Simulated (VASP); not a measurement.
# ZrTi3C2 (P4mm) in VASP: single point with PBE

Aim: the single point of ZrTi3C2 with PBE.

Everything below comes from runs of VASP 6.6.1. Logs are shortened: lines on timing, memory, paths and dates and some standing lists are left out, and cuts for length are marked.

**1. The cell of the first run**

Symmetry: P4mm, No. 99, tetragonal system. The conventional cell has a = 4.244 Å, b = 4.244 Å, c = 5.825 Å, α = 90.00°, β = 90.00°, γ = 90.00°. Zr (site symmetry 4mm) has 5 C at 2.25 to 3.06 Å and 4 Ti at 3.14 Å within 3.2 Å. Ti (site symmetry 2mm) has 2 C at 2.12 Å and 2 Ti at 2.45 Å within 2.8 Å. Ti (site symmetry 4mm) has 1 C at 1.66 Å within 2.2 Å. Within 2.8 Å of C (site symmetry 4mm) lie 4 Ti at 2.12 Å and 1 Zr at 2.25 Å. Within 2.2 Å of C (site symmetry 4mm) lie 1 Ti at 1.66 Å.

The cell was generated, and may not be a known phase.

**2. Single point, PBE**

The input, INCAR:

```
SYSTEM = ZrTi3C2
PREC = Accurate
ENCUT = 520
EDIFF = 1E-7
ISMEAR = 0
SIGMA = 0.1
LREAL = .FALSE.
LASPH = .TRUE.
NELM = 100
ALGO = Normal
ISIF = 2
LWAVE = .FALSE.
LCHARG = .FALSE.
GGA = PE
NBANDS = 37
```

The input, KPOINTS:

```
Automatic mesh
0
G
  4 4 4
  0 0 0
```

The input, POSCAR:

```
ZrTi3C2
1.0
    4.2442807400      0.0000000000      0.0000000000
    0.0000000000      4.2442807400      0.0000000000
    0.0000000000      0.0000000000      5.8249648800
Zr Ti C
1 3 2
Direct
    0.0000000000      0.0000000000      0.5557293400
    0.0000000000      0.5000000000      0.9535744400
    0.5000000000      0.0000000000      0.9535744400
    0.5000000000      0.5000000000      0.1653870800
    0.0000000000      0.0000000000      0.9419887600
    0.5000000000      0.5000000000      0.4501083400
```

Potentials or basis: VASP PAW PBE potentials, release 64 (Zr_sv, Ti_sv, C).

The run is started by

```bash
$ cat potpaw_PBE.64/Zr_sv/POTCAR potpaw_PBE.64/Ti_sv/POTCAR potpaw_PBE.64/C/POTCAR > POTCAR
$ mpirun -np 1 vasp_std > vasp.out
```

OUTCAR:

```text
SYSTEM = ZrTi3C2
   PREC = Accurate
   ENCUT = 520
   EDIFF = 1E-7
   ISMEAR = 0
   LREAL = .FALSE.
   LASPH = .TRUE.
   NELM = 100
   ISIF = 2
   GGA = PE

 ion  position               nearest neighbor table
   1  0.000  0.000  0.556-   5 2.25   3 3.14   2 3.14   2 3.14   3 3.14
   2  0.000  0.500  0.954-   5 2.12   5 2.12   4 2.45   4 2.45   1 3.14   1 3.14
   3  0.500  0.000  0.954-   5 2.12   5 2.12   4 2.45   4 2.45   1 3.14   1 3.14
   4  0.500  0.500  0.165-   6 1.66   3 2.45   2 2.45   3 2.45   2 2.45
   5  0.000  0.000  0.942-   2 2.12   3 2.12   2 2.12   3 2.12   1 2.25
   6  0.500  0.500  0.450-   4 1.66

  LATTYP: Found a simple tetragonal cell.
 ALAT       =     4.2442807400
 C/A-ratio  =     1.3724268579

  Lattice vectors:

 A1 = (   4.2442807400,   0.0000000000,   0.0000000000)
 A2 = (   0.0000000000,   4.2442807400,   0.0000000000)
 A3 = (   0.0000000000,   0.0000000000,   5.8249648800)

Analysis of symmetry for initial positions (statically):
=====================================================================
 Subroutine PRICEL returns:
 Original cell was already a primitive cell.

 Routine SETGRP: Setting up the symmetry group for a
 simple tetragonal supercell.

 Subroutine GETGRP returns: Found  8 space group operations
 (whereof  8 operations were pure point group operations)
 out of a pool of 16 trial point group operations.

The static configuration has the point symmetry C_4v.

Analysis of symmetry for dynamics (positions and initial velocities):
=====================================================================
 Subroutine PRICEL returns:
 Original cell was already a primitive cell.

 Routine SETGRP: Setting up the symmetry group for a
 simple tetragonal supercell.

 Subroutine GETGRP returns: Found  8 space group operations
 (whereof  8 operations were pure point group operations)
 out of a pool of 16 trial point group operations.

The dynamic configuration has the point symmetry C_4v.

 Subroutine INISYM returns: Found  8 space group operations
 (whereof  8 operations are pure point group operations),
 and found     1 'primitive' translations

----------------------------------------------------------------------------------------

                                     Primitive cell

  volume of cell :     104.9304

  direct lattice vectors                    reciprocal lattice vectors
     4.244280740  0.000000000  0.000000000     0.235611182  0.000000000  0.000000000
     0.000000000  4.244280740  0.000000000     0.000000000  0.235611182  0.000000000
     0.000000000  0.000000000  5.824964880     0.000000000  0.000000000  0.171674855

  length of vectors
     4.244280740  4.244280740  5.824964880     0.235611182  0.235611182  0.171674855

  position of ions in fractional coordinates (direct lattice)
     0.000000000  0.000000000  0.555729340
     0.000000000  0.500000000  0.953574440
     0.500000000  0.000000000  0.953574440
     0.500000000  0.500000000  0.165387080
     0.000000000  0.000000000  0.941988760
     0.500000000  0.500000000  0.450108340

  ion indices of the primitive-cell ions
   primitive index   ion index
                 1           1
                 2           2
                 3           3
                 4           4
                 5           5
                 6           6

----------------------------------------------------------------------------------------

 KPOINTS: Automatic mesh

Automatic generation of k-mesh.
 Grid dimensions read from file:
 generate k-points for:    4    4    4

 Generating k-lattice:

  Cartesian coordinates                     Fractional coordinates (reciprocal lattice)
     0.058902795  0.000000000  0.000000000     0.250000000  0.000000000  0.000000000
     0.000000000  0.058902795  0.000000000     0.000000000  0.250000000  0.000000000
     0.000000000  0.000000000  0.042918714     0.000000000  0.000000000  0.250000000

  Length of vectors
     0.058902795  0.058902795  0.042918714

  Shift w.r.t. Gamma in fractional coordinates (k-lattice)
     0.000000000  0.000000000  0.000000000

 Subroutine IBZKPT returns following result:
 ===========================================

 Found     18 irreducible k-points:

 Following reciprocal coordinates:
            Coordinates               Weight
  0.000000  0.000000  0.000000      1.000000
  0.250000  0.000000  0.000000      4.000000
  0.500000  0.000000  0.000000      2.000000
  0.250000  0.250000  0.000000      4.000000
  0.500000  0.250000  0.000000      4.000000
  0.500000  0.500000  0.000000      1.000000
[... 10 lines left out ...]
  0.500000  0.250000  0.500000      4.000000
  0.500000  0.500000  0.500000      1.000000
   k-points           NKPTS =     18   k-points in BZ     NKDIM =     18   number of bands    NBANDS=     37
   number of dos      NEDOS =    301   number of ions     NIONS =      6
   total plane-waves  NPLWV =  49152
   dimension x,y,z NGX =    32 NGY =   32 NGZ =   48
   dimension x,y,z NGXF=    64 NGYF=   64 NGZF=   96
   ions per type =               1   3   2
   NGX,Y,Z   is equivalent  to a cutoff of  12.53, 12.53, 13.70 a.u.
   NGXF,Y,Z  is equivalent  to a cutoff of  25.07, 25.07, 27.40 a.u.
 SYSTEM =  ZrTi3C2
   PREC   = accura    normal or accurate (medium, high low for compatibility)
   ISTART =      0    job   : 0-new  1-cont  2-samecut
   ICHARG =      2    charge: 1-file 2-atom 10-const
   ISPIN  =      1    spin polarized calculation?
   LNONCOLLINEAR =      F non collinear calculations
   LSORBIT =      F    spin-orbit coupling
   LASPH  =      T    aspherical Exc in radial PAW
   ENCUT  =  520.0 eV  38.22 Ry    6.18 a.u.   7.89  7.89 10.83*2*pi/ulx,y,z
   NELM   =    100;   NELMIN=  2; NELMDL= -5     # of ELM steps
   EDIFF  = 0.1E-06   stopping-criterion for ELM
   LREAL  =      F    real-space projection
   EDIFFG = 0.1E-05   stopping-criterion for IOM
   NSW    =      0    number of steps for IOM
   IBRION =     -1    ionic relax: 0-MD 1-quasi-New 2-CG
   NFREE  =      0    steps in history (QN), initial steepest desc. (CG)
   ISIF   =      2    stress and relaxation
   ISYM   =      2    0-nonsym 1-usesym 2-fastsym
   POTIM  = 0.5000    time-step for ionic-motion
   TEBEG  =    0.0;   TEEND  =   0.0 temperature during run
   PSTRESS=    0.0 pullay stress
   NELECT =      56.0000    total number of electrons
   NUPDOWN=      -1.0000    fix difference up-down
   EMIN   =  10.00;   EMAX   =-10.00  energy-range for DOS
   EFERMI =   0.00;   METHOD = LEGACY
   ISMEAR =     0;   SIGMA  =   0.10  broadening in eV -4-tet -1-fermi 0-gaus
   EFERMI_NEDOS =   21; number of points for ismear=-14 and -15
   IALGO  =     38    algorithm
   IMIX   =      4    mixing-type and parameters
     AMIX     =   0.40;   BMIX     =  1.00
     AMIX_MAG =   1.60;   BMIX_MAG =  1.00
  volume/ion in A,a.u.               =      17.49       118.02
  Fermi-wavevector in a.u.,A,eV,Ry     =   1.327915  2.509396 23.991952  1.763359
  Thomas-Fermi vector in A             =   2.457192
   LORBIT       =      0    0 simple, 1 ext, 2 COOP (PROOUT), +10 PAW based schemes
   GGA     = PE    functional components
   LHFCALC =     F    Hartree Fock is set to
   AEXX    =    0.0000 exact exchange contribution
   IVDW    =     0    specifies the selected vdW correction
   LEPSILON=     F    determine dielectric tensor
   LRPA    =     F    only Hartree local field effects (RPA)
 non-spin polarized calculation
 Gauss-broadening in eV      SIGMA  =   0.10
  energy-cutoff  :      520.00
  volume of cell :      104.93
 maximum number of plane-waves:      2843
 NGX is ok and might be reduce to    32
   NGX = 15   NGY = 15   NGZ = 21

 number of electron      55.9999983 magnetization

 Free energy of the ion-electron system (eV)
  ---------------------------------------------------
  ext. energy  EPLUGINS =         0.00000000
  ---------------------------------------------------
  free energy    TOTEN  =       -43.71523578 eV

  energy without entropy =      -43.66730876  energy(sigma->0) =      -43.69127227

 E-fermi :   6.2955     XC(G=0): -10.5261

 val. band max:        6.2862626197   @ k =   0.0000   0.0000   0.5000
 cond. band min:       6.2985198061   @ k =   0.5000   0.0000   0.2500
 fundamental gap:      0.0122571863
 Fermi energy:         6.2955006726

 k-point     1 :       0.0000    0.0000    0.0000
  band No.  band energies     occupation
      1     -50.1384      2.00000
      2     -50.0389      2.00000
      3     -49.2542      2.00000
      4     -43.6094      2.00000
      5     -26.7645      2.00000
      6     -26.7645      2.00000
[... 29 lines left out ...]
     36       8.8987      0.00000
     37       9.2783      0.00000

 k-point     2 :       0.2500    0.0000    0.0000
  band No.  band energies     occupation
      1     -50.1203      2.00000
      2     -50.0487      2.00000
      3     -49.2637      2.00000
      4     -43.6090      2.00000
      5     -26.7421      2.00000
      6     -26.7273      2.00000
[... 29 lines left out ...]
     36       8.3397      0.00000
     37       9.2513      0.00000

 k-point     3 :       0.5000    0.0000    0.0000
  band No.  band energies     occupation
      1     -50.0899      2.00000
      2     -50.0706      2.00000
      3     -49.2734      2.00000
      4     -43.6086      2.00000
      5     -26.7177      2.00000
      6     -26.6633      2.00000
[... 29 lines left out ...]
     36       8.7854      0.00000
     37       9.2426      0.00000
[... 521 lines left out ...]
 k-point    17 :       0.5000    0.2500    0.5000
  band No.  band energies     occupation
      1     -50.0803      2.00000
      2     -50.0705      2.00000
      3     -49.2842      2.00000
      4     -43.6082      2.00000
      5     -26.7997      2.00000
      6     -26.6616      2.00000
[... 29 lines left out ...]
     36       8.7761      0.00000
     37       8.8237      0.00000

 k-point    18 :       0.5000    0.5000    0.5000
  band No.  band energies     occupation
      1     -50.0704      2.00000
      2     -50.0704      2.00000
      3     -49.2952      2.00000
      4     -43.6077      2.00000
      5     -26.8301      2.00000
      6     -26.6599      2.00000
[... 29 lines left out ...]
     36       8.9136      0.00000
     37       8.9136      0.00000

------------------------ aborting loop because EDIFF is reached ----------------------------------------

  FORCE on cell =-STRESS in cart. coord.  units (eV):
  Direction    XX          YY          ZZ          XY          YZ          ZX
  --------------------------------------------------------------------------------------
  -------------------------------------------------------------------------------------
  Total       -2.9170174     -2.9170174      8.3386906      0.0000000      0.0000000      0.0000000
  in kB      -44.5397815    -44.5397815    127.3230179      0.0000000      0.0000000      0.0000000
  external PRESSURE =      12.7478183 kB  Pullay stress =       0.0000000 kB

 VOLUME and BASIS-vectors are now :
 -----------------------------------------------------------------------------
  energy-cutoff  :      520.00
  volume of cell :      104.93
      direct lattice vectors                 reciprocal lattice vectors
     4.244280740  0.000000000  0.000000000     0.235611182  0.000000000  0.000000000
     0.000000000  4.244280740  0.000000000     0.000000000  0.235611182  0.000000000
     0.000000000  0.000000000  5.824964880     0.000000000  0.000000000  0.171674855

 POSITION                                       TOTAL-FORCE (eV/Angst)
 -----------------------------------------------------------------------------------
      0.00000      0.00000      3.23710        -0.000000      0.000000     -1.950864
      0.00000      2.12214      5.55454        -0.000000      0.000000     -1.206114
      2.12214      0.00000      5.55454         0.000000      0.000000     -1.206114
      2.12214      2.12214      0.96337        -0.000000     -0.000000     -2.994425
      0.00000      0.00000      5.48705         0.000000      0.000000     -0.404453
      2.12214      2.12214      2.62187        -0.000000      0.000000      7.761970
 -----------------------------------------------------------------------------------
    total drift:                                0.000000     -0.000000      0.000623

  FREE ENERGIE OF THE ION-ELECTRON SYSTEM (eV)
  ---------------------------------------------------
  free  energy   TOTEN  =       -43.7152357846 eV

  energy  without entropy=      -43.6673087551  energy(sigma->0) =      -43.69127227
```

Wall time 2.2 min (1 thread of Intel Xeon 8259CL, shared host); peak memory 0.24 GiB.

Results:

```yaml
Free_energy: -43.7152 eV
Pressure: 1.3 GPa
Largest_force: 7.762 eV/Å
Band_gap_on_the_k_mesh: zero (bands 28 and 29 overlap by 0.42 eV)
```

Forces on the atoms (eV/Å):
```
Zr   0.000  0.000 -1.951
Ti   0.000  0.000 -1.206
Ti   0.000  0.000 -1.206
Ti   0.000  0.000 -2.994
C    0.000  0.000 -0.404
C    0.000  0.000  7.762
```

Caveat: the k points lie up to 0.37 Å⁻¹ apart; forces of over 1 eV/Å act on the atoms, so gaps and moduli don't describe the material at rest.
